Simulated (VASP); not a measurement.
Runs of VASP 6.6.1 on SrO. The structure is that of space group P6_3/mmc (No. 194), or close to it. The cells are those of the table. 

```csv
task,level,potentials or basis,cell,k mesh,smearing,gap on the mesh (eV),pressure (GPa)
single point,LDA,"VASP PAW LDA potentials, release 64 (Sr_sv, O)","a = 3.529, b = 3.529, c = 6.176 Å, angles 90.0, 90.0, 120.0°, 4 atoms",9 × 9 × 5,fermi-dirac 0.05 eV,2.92,-3.3
single point,r2SCAN,"VASP PAW PBE potentials, release 64 (Sr_sv, O)","a = 3.577, b = 3.577, c = 6.258 Å, angles 90.0, 90.0, 120.0°, 4 atoms",9 × 9 × 5,fermi-dirac 0.05 eV,3.51,(b)
single point,LDA,"VASP PAW LDA potentials, release 64 (Sr_sv, O)","a = 3.505, b = 3.505, c = 6.133 Å, angles 90.0, 90.0, 120.0°, 4 atoms",9 × 9 × 5,fermi-dirac 0.05 eV,2.92,-1.5
single point,r2SCAN,"VASP PAW PBE potentials, release 64 (Sr_sv, O)","a = 3.529, b = 3.529, c = 6.176 Å, angles 90.0, 90.0, 120.0°, 4 atoms",9 × 9 × 5,fermi-dirac 0.05 eV,3.53,2.0
single point,PBEsol,"VASP PAW PBE potentials, release 64 (Sr_sv, O)","a = 3.600, b = 3.600, c = 6.299 Å, angles 90.0, 90.0, 120.0°, 4 atoms",9 × 9 × 5,fermi-dirac 0.05 eV,(a),-4.8
single point,LDA,"VASP PAW LDA potentials, release 64 (Sr_sv, O)","a = 3.623, b = 3.623, c = 6.339 Å, angles 90.0, 90.0, 120.0°, 4 atoms",9 × 9 × 5,fermi-dirac 0.05 eV,2.56,-8.9
single point,r2SCAN,"VASP PAW PBE potentials, release 64 (Sr_sv, O)","a = 3.600, b = 3.600, c = 6.299 Å, angles 90.0, 90.0, 120.0°, 4 atoms",9 × 9 × 5,fermi-dirac 0.05 eV,3.44,-3.2
dielectric tensor,PBE,"VASP PAW PBE potentials, release 64 (Sr_sv, O)","a = 3.553, b = 3.553, c = 6.217 Å, angles 90.0, 90.0, 120.0°, 4 atoms",8 × 8 × 4,gaussian 0.01 eV,(c),-
single point,r2SCAN,"VASP PAW PBE potentials, release 64 (Sr_sv, O)","a = 3.553, b = 3.553, c = 6.217 Å, angles 90.0, 90.0, 120.0°, 4 atoms",9 × 9 × 5,fermi-dirac 0.05 eV,3.52,0.1
single point,r2SCAN,"VASP PAW PBE potentials, release 64 (Sr_sv, O)","a = 3.505, b = 3.505, c = 6.133 Å, angles 90.0, 90.0, 120.0°, 4 atoms",9 × 9 × 5,fermi-dirac 0.05 eV,3.53,4.2
```

Alike in all rows: no spin polarisation; cutoff (eV) 520.

Fill in the values left out.

(a) 2.71; (b) -1.6; (c) 3.06.

Caveats: the PAW data sets were made with another functional, which shifts forces and pressure a little (at least some runs); the cell stands under tension (at least some runs); the cell stands under pressure (at least some runs).

A k mesh can miss the band edges, and the runs leave out spin-orbit coupling on Sr.
